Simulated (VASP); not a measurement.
# Pd4Pt (P4/mmm) in VASP: a series of runs

Runs on Pd4Pt. Level: PBE. Tasks: single point.

All numbers are computed with VASP 6.6.1; they aren't measurements. Logs are shortened: lines on timing, memory, paths and dates and some standing lists are left out, and cuts for length are marked.

**1. The cell of the first run**

The structure is tetragonal, space group P4/mmm (No. 123). The conventional cell has a = 3.803 Å, b = 3.803 Å, c = 6.231 Å, α = 90.00°, β = 90.00°, γ = 90.00°. Within 3.4 Å of Pd (site symmetry 2mm) lie 5 Pd at 2.61 to 2.69 Å and 2 Pt at 2.62 Å. Pt (site symmetry 4/mmm) has 8 Pd at 2.62 Å within 3.5 Å.

The cell was built from a structure type or drawn by symmetry, and may not be a known phase.

**2. Single point, PBE**

Contents of INCAR:

```
SYSTEM = Pd4Pt
PREC = Accurate ; ENCUT = 520
EDIFF = 1E-7 ; ISMEAR = 0
SIGMA = 0.2 ; LREAL = .False.
LASPH = .True. ; NELM = 60
ALGO = Normal ; ISIF = 2
LWAVE = .False. ; LCHARG = .False.
GGA = PE ; NBANDS = 33
```

Contents of KPOINTS:

```
regular mesh
0
Gamma
  4 4 3
  0 0 0
```

Contents of POSCAR:

```
Pd4Pt
1.0
    3.8033150539      0.0000000000      0.0000000000
    0.0000000000      3.8033150539      0.0000000000
    0.0000000000      0.0000000000      6.2308894665
Pd Pt
4 1
Direct
    0.0000000000      0.5000000000      0.7903770294
    0.5000000000      0.0000000000      0.7903770294
    0.0000000000      0.5000000000      0.2096229706
    0.5000000000      0.0000000000      0.2096229706
    0.5000000000      0.5000000000      0.5000000000
```

Potentials or basis: VASP PAW PBE potentials, release 64 (Pd, Pt).

Command:

```sh
cat potpaw_PBE.64/Pd/POTCAR potpaw_PBE.64/Pt/POTCAR > POTCAR
mpirun -np 1 vasp_std > vasp.out
```

OUTCAR:

```text
SYSTEM = Pd4Pt
   PREC = Accurate
   ENCUT = 520
   EDIFF = 1E-7
   ISMEAR = 0
   LREAL = .False.
   LASPH = .True.
   NELM = 60
   ISIF = 2
   GGA = PE

 ion  position               nearest neighbor table
   1  0.000  0.500  0.790-   3 2.61   5 2.62   5 2.62   2 2.69   2 2.69   2 2.69   2 2.69
   2  0.500  0.000  0.790-   4 2.61   5 2.62   5 2.62   1 2.69   1 2.69   1 2.69   1 2.69
   3  0.000  0.500  0.210-   1 2.61   5 2.62   5 2.62   4 2.69   4 2.69   4 2.69   4 2.69
   4  0.500  0.000  0.210-   2 2.61   5 2.62   5 2.62   3 2.69   3 2.69   3 2.69   3 2.69
   5  0.500  0.500  0.500-   1 2.62   2 2.62   3 2.62   4 2.62   2 2.62   4 2.62   1 2.62   3 2.62

  LATTYP: Found a simple tetragonal cell.
 ALAT       =     3.8033150539
 C/A-ratio  =     1.6382785486

  Lattice vectors:

 A1 = (   3.8033150539,   0.0000000000,   0.0000000000)
 A2 = (   0.0000000000,   3.8033150539,   0.0000000000)
 A3 = (   0.0000000000,   0.0000000000,   6.2308894665)

Analysis of symmetry for initial positions (statically):
=====================================================================
 Subroutine PRICEL returns:
 Original cell was already a primitive cell.

 Routine SETGRP: Setting up the symmetry group for a
 simple tetragonal supercell.

 Subroutine GETGRP returns: Found 16 space group operations
 (whereof 16 operations were pure point group operations)
 out of a pool of 16 trial point group operations.

The static configuration has the point symmetry D_4h.

Analysis of symmetry for dynamics (positions and initial velocities):
=====================================================================
 Subroutine PRICEL returns:
 Original cell was already a primitive cell.

 Routine SETGRP: Setting up the symmetry group for a
 simple tetragonal supercell.

 Subroutine GETGRP returns: Found 16 space group operations
 (whereof 16 operations were pure point group operations)
 out of a pool of 16 trial point group operations.

The dynamic configuration has the point symmetry D_4h.

 Subroutine INISYM returns: Found 16 space group operations
 (whereof 16 operations are pure point group operations),
 and found     1 'primitive' translations

----------------------------------------------------------------------------------------

                                     Primitive cell

  volume of cell :      90.1311

[... 79 lines left out ...]
   ENCUT  =  520.0 eV  38.22 Ry    6.18 a.u.   7.07  7.07 11.59*2*pi/ulx,y,z
   NELM   =     60;   NELMIN=  2; NELMDL= -5     # of ELM steps
   EDIFF  = 0.1E-06   stopping-criterion for ELM
   LREAL  =      F    real-space projection
   EDIFFG = 0.1E-05   stopping-criterion for IOM
   NSW    =      0    number of steps for IOM
   IBRION =     -1    ionic relax: 0-MD 1-quasi-New 2-CG
   NFREE  =      0    steps in history (QN), initial steepest desc. (CG)
   ISIF   =      2    stress and relaxation
   ISYM   =      2    0-nonsym 1-usesym 2-fastsym
   POTIM  = 0.5000    time-step for ionic-motion
   TEBEG  =    0.0;   TEEND  =   0.0 temperature during run
   PSTRESS=    0.0 pullay stress
   NELECT =      50.0000    total number of electrons
   NUPDOWN=      -1.0000    fix difference up-down
   EMIN   =  10.00;   EMAX   =-10.00  energy-range for DOS
   EFERMI =   0.00;   METHOD = LEGACY
   ISMEAR =     0;   SIGMA  =   0.20  broadening in eV -4-tet -1-fermi 0-gaus
   EFERMI_NEDOS =   21; number of points for ismear=-14 and -15
   IALGO  =     38    algorithm
   IMIX   =      4    mixing-type and parameters
     AMIX     =   0.40;   BMIX     =  1.00
     AMIX_MAG =   1.60;   BMIX_MAG =  1.00
  volume/ion in A,a.u.               =      18.03       121.65
  Fermi-wavevector in a.u.,A,eV,Ry     =   1.345158  2.541980 24.619061  1.809450
  Thomas-Fermi vector in A             =   2.473093
   LORBIT       =      0    0 simple, 1 ext, 2 COOP (PROOUT), +10 PAW based schemes
   GGA     = PE    functional components
   LHFCALC =     F    Hartree Fock is set to
   AEXX    =    0.0000 exact exchange contribution
   IVDW    =     0    specifies the selected vdW correction
   LEPSILON=     F    determine dielectric tensor
   LRPA    =     F    only Hartree local field effects (RPA)
 non-spin polarized calculation
 Gauss-broadening in eV      SIGMA  =   0.20
  energy-cutoff  :      520.00
  volume of cell :       90.13
 maximum number of plane-waves:      2450
   NGX = 15   NGY = 15   NGZ = 23

 number of electron      50.0000003 magnetization

 Free energy of the ion-electron system (eV)
  ---------------------------------------------------
  ext. energy  EPLUGINS =         0.00000000
  ---------------------------------------------------
  free energy    TOTEN  =       -25.22361875 eV

  energy without entropy =      -25.15366772  energy(sigma->0) =      -25.18864323

 E-fermi :   7.2791     XC(G=0): -11.8850

 val. band max:        7.1810940548   @ k =   0.0000   0.0000   0.0000
 cond. band min:       7.3628490397   @ k =   0.5000   0.2500   0.3333
 fundamental gap:      0.1817549849
 Fermi energy:         7.2790642609

 k-point     1 :       0.0000    0.0000    0.0000
  band No.  band energies     occupation
      1       0.4426      2.00000
      2       1.9203      2.00000
      3       2.7072      2.00000
      4       2.7735      2.00000
      5       2.8072      2.00000
      6       2.8303      2.00000
[... 421 lines left out ...]
     32      11.6389      0.00000
     33      11.6389      0.00000

------------------------ aborting loop because EDIFF is reached ----------------------------------------

  FORCE on cell =-STRESS in cart. coord.  units (eV):
  Direction    XX          YY          ZZ          XY          YZ          ZX
  --------------------------------------------------------------------------------------
  -------------------------------------------------------------------------------------
  Total       -0.1820235     -0.1820235     -0.1192370      0.0000000      0.0000000     -0.0000000
  in kB       -3.2356643     -3.2356643     -2.1195665      0.0000000      0.0000000     -0.0000000
  external PRESSURE =      -2.8636317 kB  Pullay stress =       0.0000000 kB

 VOLUME and BASIS-vectors are now :
 -----------------------------------------------------------------------------
  energy-cutoff  :      520.00
  volume of cell :       90.13
      direct lattice vectors                 reciprocal lattice vectors
     3.803315054  0.000000000  0.000000000     0.262928520  0.000000000  0.000000000
     0.000000000  3.803315054  0.000000000     0.000000000  0.262928520  0.000000000
     0.000000000  0.000000000  6.230889466     0.000000000  0.000000000  0.160490730

 POSITION                                       TOTAL-FORCE (eV/Angst)
 -----------------------------------------------------------------------------------
      0.00000      1.90166      4.92475         0.000000      0.000000     -0.003864
      1.90166      0.00000      4.92475         0.000000      0.000000     -0.003864
      0.00000      1.90166      1.30614        -0.000000      0.000000      0.003864
      1.90166      0.00000      1.30614         0.000000      0.000000      0.003864
      1.90166      1.90166      3.11544         0.000000      0.000000      0.000000
 -----------------------------------------------------------------------------------
    total drift:                                0.000000      0.000000     -0.000000

  FREE ENERGIE OF THE ION-ELECTRON SYSTEM (eV)
  ---------------------------------------------------
  free  energy   TOTEN  =       -25.2236187504 eV

  energy  without entropy=      -25.1536677159  energy(sigma->0) =      -25.18864323
```

Wall time 54 s (1 thread of Intel Xeon 8259CL, shared host); peak memory 0.2 GiB.

Results:

```
Free energy            : -25.2236 eV
Pressure               : -0.3 GPa
Largest force          : 0.004 eV/Å
Band gap on the k mesh : zero (bands 25 and 26 overlap by 1.44 eV)
```

Forces in eV/Å, atoms in the order of the input:
```
Pd   0.000  0.000 -0.004
Pd   0.000  0.000 -0.004
Pd   0.000  0.000  0.004
Pd   0.000  0.000  0.004
Pt   0.000  0.000  0.000
```

Stress tensor (GPa, compression positive):
```
-0.32  0.00  0.00
 0.00 -0.32  0.00
 0.00  0.00 -0.21
```

Levels at points of the mesh, in eV from the Fermi level:
| k point | band 23 | band 24 | band 25 | band 26 | band 27 | band 28 |
| --- | --- | --- | --- | --- | --- | --- |
| (0.00, 0.00, 0.00) | -0.10 | 0.37 | 0.37 | 0.58 | 0.63 | 0.64 |
| (0.50, 0.00, 0.00) | -1.22 | -0.96 | -0.89 | -0.88 | 0.59 | 2.32 |
| (0.50, 0.50, 0.00) | -0.39 | -0.11 | 0.47 | 0.47 | 2.10 | 2.93 |

Caveat: the k points lie up to 0.41 Å⁻¹ apart, too coarse for converged energies and pressures of a metal; spin-orbit coupling is left out, which moves the levels of the heavy elements.

**3. Single point, PBE**

This run uses another cell than the first one, of 18.28 Å³/atom.

Contents of INCAR:

```
  PREC = Accurate
  ENCUT = 520
  EDIFF = 1E-7
  ISMEAR = 0
  SIGMA = 0.2
  LREAL = F
  LASPH = T
  NELM = 100
  ALGO = Normal
  ISIF = 2
  LWAVE = F
  LCHARG = F
  GGA = PE
  NBANDS = 33
```

Contents of KPOINTS:

```
Automatic mesh
0
Gamma
  3 3 6
```

Contents of POSCAR:

```
Pd4Pt
1.0
    5.7887614081      0.0000000000      0.0000000000
    0.0000000000      5.7887614081      0.0000000000
    0.0000000000      0.0000000000      2.7273037682
Pd Pt
4 1
Direct
    0.7779345303      0.7779345303      0.5000000000
    0.2220654697      0.2220654697      0.5000000000
    0.2220654697      0.7779345303      0.5000000000
    0.7779345303      0.2220654697      0.5000000000
    0.5000000000      0.5000000000      0.0000000000
```

Potentials or basis: VASP PAW PBE potentials, release 64 (Pd, Pt).

Command:

```sh
cat potpaw_PBE.64/Pd/POTCAR potpaw_PBE.64/Pt/POTCAR > POTCAR
mpirun -np 1 vasp_std > vasp.out
```

Run time: 55 s. Hardware: 1 thread of Intel Xeon 8259CL, shared host; peak memory 0.21 GiB.

It converged, with:

* Free energy: -25.1539 eV
* Pressure: -0.4 GPa
* Largest force: 0.009 eV/Å
* Band gap on the k mesh: zero (bands 25 and 26 overlap by 0.64 eV)

Forces on the atoms (eV/Å):
```
Pd   0.006  0.006  0.000
Pd  -0.006 -0.006  0.000
Pd  -0.006  0.006  0.000
Pd   0.006 -0.006  0.000
Pt   0.000  0.000  0.000
```

Levels at points of the mesh, in eV from the Fermi level:
| k point | band 22 | band 23 | band 24 | band 25 | band 26 | band 27 |
| --- | --- | --- | --- | --- | --- | --- |
| (0.00, 0.00, 0.00) | -0.73 | -0.31 | -0.01 | 0.00 | 0.09 | 0.09 |
| (0.00, 0.00, 0.50) | 0.24 | 0.28 | 0.28 | 0.42 | 1.93 | 2.13 |

Caveat: the k points lie up to 0.38 Å⁻¹ apart, too coarse for converged energies and pressures of a metal; spin-orbit coupling is left out, which moves the levels of the heavy elements.
